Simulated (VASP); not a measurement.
# BaS (P4/nmm) in VASP: a series of runs

The runs below take BaS through single point, with PBEsol.

Everything below comes from runs of VASP 6.6.1. Logs are shortened: lines on timing, memory, paths and dates and some standing lists are left out, and cuts for length are marked.

### Step 1. The cell of the first run

The structure is tetragonal, space group P4/nmm (No. 129). The conventional cell has a = 5.342 Å, b = 5.342 Å, c = 3.809 Å, α = 90.00°, β = 90.00°, γ = 90.00°. Ba (site symmetry 4mm) has 8 S at 3.13 to 3.45 Å and 6 Ba at 3.81 to 3.82 Å within 4.1 Å. S (site symmetry -4m2) has 8 Ba at 3.13 to 3.45 Å and 6 S at 3.78 to 3.81 Å within 4.1 Å.

### Step 2. Single point, PBEsol

Contents of INCAR:

```
PREC = Accurate
ENCUT = 520
EDIFF = 1E-6
ISMEAR = 0
SIGMA = 0.05
LREAL = F
LASPH = T
NELM = 80
ALGO = Normal
ISIF = 2
LWAVE = F
LCHARG = F
GGA = PS
NBANDS = 24
```

Contents of KPOINTS:

```
Automatic mesh
0
Gamma
  6 6 6
```

Contents of POSCAR:

```
BaS
1.0
    5.3420685581      0.0000000000      0.0000000000
    0.0000000000      5.3420685581      0.0000000000
    0.0000000000      0.0000000000      3.8088289349
Ba S
2 2
Direct
    0.5000000000      0.0000000000      0.4263630039
    0.0000000000      0.5000000000      0.5736369961
    0.0000000000      0.0000000000      0.0000000000
    0.5000000000      0.5000000000      0.0000000000
```

Potentials or basis: VASP PAW PBE potentials, release 64 (Ba_sv, S).

On the command line:

```sh
cat potpaw_PBE.64/Ba_sv/POTCAR potpaw_PBE.64/S/POTCAR > POTCAR
mpirun -np 1 vasp_std > vasp.out
```

OUTCAR:

```text
PREC = Accurate
   ENCUT = 520
   EDIFF = 1E-6
   ISMEAR = 0
   LREAL = F
   LASPH = T
   NELM = 80
   ISIF = 2
   GGA = PS

 ion  position               nearest neighbor table
   1  0.500  0.000  0.426-   3 3.13   4 3.13   4 3.13   3 3.13   4 3.45   3 3.45   3 3.45   4 3.45
                             2 3.82   2 3.82   2 3.82   2 3.82
   2  0.000  0.500  0.574-   3 3.13   4 3.13   3 3.13   4 3.13   3 3.45   3 3.45   4 3.45   4 3.45
                             1 3.82   1 3.82   1 3.82   1 3.82
   3  0.000  0.000  0.000-   1 3.13   2 3.13   2 3.13   1 3.13   2 3.45   2 3.45   1 3.45   1 3.45

   4  0.500  0.500  0.000-   1 3.13   2 3.13   1 3.13   2 3.13   2 3.45   1 3.45   2 3.45   1 3.45

  LATTYP: Found a simple tetragonal cell.
 ALAT       =     5.3420685581
 C/A-ratio  =     0.7129876552

  Lattice vectors:

 A1 = (   5.3420685581,   0.0000000000,   0.0000000000)
 A2 = (   0.0000000000,   5.3420685581,   0.0000000000)
 A3 = (   0.0000000000,   0.0000000000,   3.8088289349)

Analysis of symmetry for initial positions (statically):
=====================================================================
 Subroutine PRICEL returns:
 Original cell was already a primitive cell.

 Routine SETGRP: Setting up the symmetry group for a
 simple tetragonal supercell.

 Subroutine GETGRP returns: Found 16 space group operations
 (whereof  8 operations were pure point group operations)
 out of a pool of 16 trial point group operations.

The static configuration has the point symmetry D_2d.
 The point group associated with its full space group is D_4h.

Analysis of symmetry for dynamics (positions and initial velocities):
=====================================================================
 Subroutine PRICEL returns:
 Original cell was already a primitive cell.

 Routine SETGRP: Setting up the symmetry group for a
 simple tetragonal supercell.

 Subroutine GETGRP returns: Found 16 space group operations
 (whereof  8 operations were pure point group operations)
 out of a pool of 16 trial point group operations.

The dynamic configuration has the point symmetry D_2d.
 The point group associated with its full space group is D_4h.

 Subroutine INISYM returns: Found 16 space group operations
 (whereof  8 operations are pure point group operations),
 and found     1 'primitive' translations

----------------------------------------------------------------------------------------

                                     Primitive cell

  volume of cell :     108.6952

  direct lattice vectors                    reciprocal lattice vectors
     5.342068558  0.000000000  0.000000000     0.187193404  0.000000000  0.000000000
     0.000000000  5.342068558  0.000000000     0.000000000  0.187193404  0.000000000
     0.000000000  0.000000000  3.808828935     0.000000000  0.000000000  0.262547890

  length of vectors
     5.342068558  5.342068558  3.808828935     0.187193404  0.187193404  0.262547890

  position of ions in fractional coordinates (direct lattice)
     0.500000000  0.000000000  0.426363004
     0.000000000  0.500000000  0.573636996
     0.000000000  0.000000000  0.000000000
     0.500000000  0.500000000  0.000000000

  ion indices of the primitive-cell ions
   primitive index   ion index
                 1           1
                 2           2
                 3           3
                 4           4

----------------------------------------------------------------------------------------

 KPOINTS: Automatic mesh

Automatic generation of k-mesh.
 Grid dimensions read from file:
 generate k-points for:    6    6    6

 Generating k-lattice:

  Cartesian coordinates                     Fractional coordinates (reciprocal lattice)
     0.031198901  0.000000000  0.000000000     0.166666667  0.000000000  0.000000000
     0.000000000  0.031198901  0.000000000     0.000000000  0.166666667  0.000000000
     0.000000000  0.000000000  0.043757982     0.000000000  0.000000000  0.166666667

  Length of vectors
     0.031198901  0.031198901  0.043757982

  Shift w.r.t. Gamma in fractional coordinates (k-lattice)
     0.000000000  0.000000000  0.000000000

 Subroutine IBZKPT returns following result:
 ===========================================

 Found     40 irreducible k-points:

 Following reciprocal coordinates:
            Coordinates               Weight
  0.000000  0.000000  0.000000      1.000000
  0.166667  0.000000  0.000000      4.000000
  0.333333  0.000000  0.000000      4.000000
  0.500000  0.000000  0.000000      2.000000
  0.166667  0.166667  0.000000      4.000000
  0.333333  0.166667  0.000000      8.000000
[... 16 lines left out ...]
  0.333333  0.000000  0.333333      8.000000
  0.500000  0.000000  0.333333      4.000000
 [... further k-points ...]
   k-points           NKPTS =     40   k-points in BZ     NKDIM =     40   number of bands    NBANDS=     24
   number of dos      NEDOS =    301   number of ions     NIONS =      4
   total plane-waves  NPLWV =  44800
   dimension x,y,z NGX =    40 NGY =   40 NGZ =   28
   dimension x,y,z NGXF=    80 NGYF=   80 NGZF=   56
   ions per type =               2   2
   NGX,Y,Z   is equivalent  to a cutoff of  12.45, 12.45, 12.22 a.u.
   NGXF,Y,Z  is equivalent  to a cutoff of  24.90, 24.90, 24.44 a.u.
 SYSTEM =  unknown system
   PREC   = accura    normal or accurate (medium, high low for compatibility)
   ISTART =      0    job   : 0-new  1-cont  2-samecut
   ICHARG =      2    charge: 1-file 2-atom 10-const
   ISPIN  =      1    spin polarized calculation?
   LNONCOLLINEAR =      F non collinear calculations
   LSORBIT =      F    spin-orbit coupling
   LASPH  =      T    aspherical Exc in radial PAW
   ENCUT  =  520.0 eV  38.22 Ry    6.18 a.u.   9.93  9.93  7.08*2*pi/ulx,y,z
   NELM   =     80;   NELMIN=  2; NELMDL= -5     # of ELM steps
   EDIFF  = 0.1E-05   stopping-criterion for ELM
   LREAL  =      F    real-space projection
[... 7 lines left out ...]
   TEBEG  =    0.0;   TEEND  =   0.0 temperature during run
   PSTRESS=    0.0 pullay stress
   NELECT =      32.0000    total number of electrons
   NUPDOWN=      -1.0000    fix difference up-down
   EMIN   =  10.00;   EMAX   =-10.00  energy-range for DOS
   EFERMI =   0.00;   METHOD = LEGACY
   ISMEAR =     0;   SIGMA  =   0.05  broadening in eV -4-tet -1-fermi 0-gaus
   EFERMI_NEDOS =   21; number of points for ismear=-14 and -15
   IALGO  =     38    algorithm
   IMIX   =      4    mixing-type and parameters
     AMIX     =   0.40;   BMIX     =  1.00
     AMIX_MAG =   1.60;   BMIX_MAG =  1.00
  volume/ion in A,a.u.               =      27.17       183.38
  Fermi-wavevector in a.u.,A,eV,Ry     =   1.089067  2.058039 16.137428  1.186067
  Thomas-Fermi vector in A             =   2.225262
   LORBIT       =      0    0 simple, 1 ext, 2 COOP (PROOUT), +10 PAW based schemes
   GGA     = PS    functional components
   LHFCALC =     F    Hartree Fock is set to
   AEXX    =    0.0000 exact exchange contribution
   IVDW    =     0    specifies the selected vdW correction
   LEPSILON=     F    determine dielectric tensor
   LRPA    =     F    only Hartree local field effects (RPA)
 non-spin polarized calculation
 Gauss-broadening in eV      SIGMA  =   0.05
  energy-cutoff  :      520.00
  volume of cell :      108.70
 maximum number of plane-waves:      2952
 NGX is ok and might be reduce to    40
   NGX = 19   NGY = 19   NGZ = 15

 number of electron      31.9999995 magnetization

 Free energy of the ion-electron system (eV)
  ---------------------------------------------------
  ext. energy  EPLUGINS =         0.00000000
  ---------------------------------------------------
  free energy    TOTEN  =       -20.76267632 eV

  energy without entropy =      -20.76267632  energy(sigma->0) =      -20.76267632

 E-fermi :   3.2252     XC(G=0):  -9.7366

 val. band max:        3.0205276728   @ k =   0.0000   0.0000   0.0000
 cond. band min:       4.5147684430   @ k =   0.0000   0.0000   0.0000
 fundamental gap:      1.4942407703
 Fermi energy:         3.2252112455

 k-point     1 :       0.0000    0.0000    0.0000
  band No.  band energies     occupation
      1     -23.8002      2.00000
      2     -23.6035      2.00000
      3      -9.4881      2.00000
      4      -9.4881      2.00000
      5      -8.5953      2.00000
      6      -8.5953      2.00000
[... 16 lines left out ...]
     23       7.7323      0.00000
     24       9.4574      0.00000

 k-point     2 :       0.1667    0.0000    0.0000
  band No.  band energies     occupation
      1     -23.7866      2.00000
      2     -23.6162      2.00000
      3      -9.5749      2.00000
      4      -9.4344      2.00000
      5      -8.9940      2.00000
      6      -8.6623      2.00000
[... 16 lines left out ...]
     23       8.2044      0.00000
     24       9.0848      0.00000

 k-point     3 :       0.3333    0.0000    0.0000
  band No.  band energies     occupation
      1     -23.7498      2.00000
      2     -23.6514      2.00000
      3      -9.6847      2.00000
      4      -9.4032      2.00000
      5      -9.2839      2.00000
      6      -8.8393      2.00000
[... 16 lines left out ...]
     23       8.2652      0.00000
     24       9.3244      0.00000
[... 514 lines left out ...]
 k-point    23 :       0.3333    0.0000    0.3333
  band No.  band energies     occupation
      1     -23.6741      2.00000
      2     -23.5846      2.00000
      3      -9.8236      2.00000
      4      -9.4004      2.00000
      5      -9.1284      2.00000
      6      -9.1206      2.00000
[... 16 lines left out ...]
     23       9.5666      0.00000
     24       9.6860      0.00000

 k-point    24 :       0.5000    0.0000    0.3333
  band No.  band energies     occupation
      1     -23.6291      2.00000
      2     -23.6291      2.00000
      3      -9.6260      2.00000
      4      -9.6260      2.00000
      5      -9.0002      2.00000
      6      -9.0002      2.00000
[... 16 lines left out ...]
     23       9.5253      0.00000
     24       9.5253      0.00000

 [... further k-points ...]

------------------------ aborting loop because EDIFF is reached ----------------------------------------

  FORCE on cell =-STRESS in cart. coord.  units (eV):
  Direction    XX          YY          ZZ          XY          YZ          ZX
  --------------------------------------------------------------------------------------
  -------------------------------------------------------------------------------------
  Total        0.8136965      0.8136965      0.7597535      0.0000000      0.0000000      0.0000000
  in kB       11.9939613     11.9939613     11.1988360      0.0000000      0.0000000      0.0000000
  external PRESSURE =      11.7289195 kB  Pullay stress =       0.0000000 kB

 VOLUME and BASIS-vectors are now :
 -----------------------------------------------------------------------------
  energy-cutoff  :      520.00
  volume of cell :      108.70
      direct lattice vectors                 reciprocal lattice vectors
     5.342068558  0.000000000  0.000000000     0.187193404  0.000000000  0.000000000
     0.000000000  5.342068558  0.000000000     0.000000000  0.187193404  0.000000000
     0.000000000  0.000000000  3.808828935     0.000000000  0.000000000  0.262547890

 POSITION                                       TOTAL-FORCE (eV/Angst)
 -----------------------------------------------------------------------------------
      2.67103      0.00000      1.62394         0.000000      0.000000      0.043159
      0.00000      2.67103      2.18489         0.000000      0.000000     -0.043159
      0.00000      0.00000      0.00000        -0.000000      0.000000     -0.000000
      2.67103      2.67103      0.00000         0.000000      0.000000     -0.000000
 -----------------------------------------------------------------------------------
    total drift:                                0.000000      0.000000     -0.000000

  FREE ENERGIE OF THE ION-ELECTRON SYSTEM (eV)
  ---------------------------------------------------
  free  energy   TOTEN  =       -20.7626763198 eV

  energy  without entropy=      -20.7626763197  energy(sigma->0) =      -20.76267632
```

It took 62 s on 1 thread of Intel Xeon Platinum 8259CL at 2.50GHz (Skylake/Cascade Lake), shared host; peak memory 0.25 GiB.

What came out:

| Item | Value |
| --- | --- |
| Free energy | -20.7627 eV |
| Pressure | 1.2 GPa |
| Largest force | 0.043 eV/Å |
| Band gap on the k mesh | 1.49 eV, direct |

Forces in eV/Å, atoms in the order of the input:
```
Ba   0.000  0.000  0.043
Ba   0.000  0.000 -0.043
S    0.000  0.000  0.000
S    0.000  0.000  0.000
```

Levels at points of the mesh, in eV from the valence-band top:
```
           k point  band 14  band 15  band 16  band 17  band 18  band 19
(0.00, 0.00, 0.00)    -0.01     0.00     0.00     1.49     1.68     2.54
(0.50, 0.00, 0.00)    -0.91    -0.39    -0.39     2.88     2.88     4.21
(0.50, 0.50, 0.00)    -0.74    -0.60    -0.60     2.63     2.63     5.55
(0.00, 0.00, 0.50)    -2.76    -0.71    -0.71     2.70     5.86     6.60
(0.50, 0.00, 0.50)    -1.98    -0.80    -0.80     4.12     4.12     4.44
(0.50, 0.50, 0.50)    -1.28    -0.04    -0.04     2.36     2.36     3.60
```

Caveat: the PAW data sets were made with another functional, which shifts forces and pressure a little; spin-orbit coupling is left out, which moves the levels of the heavy elements. A k mesh can miss the band edges.

(Continued in part 2 of 2.)
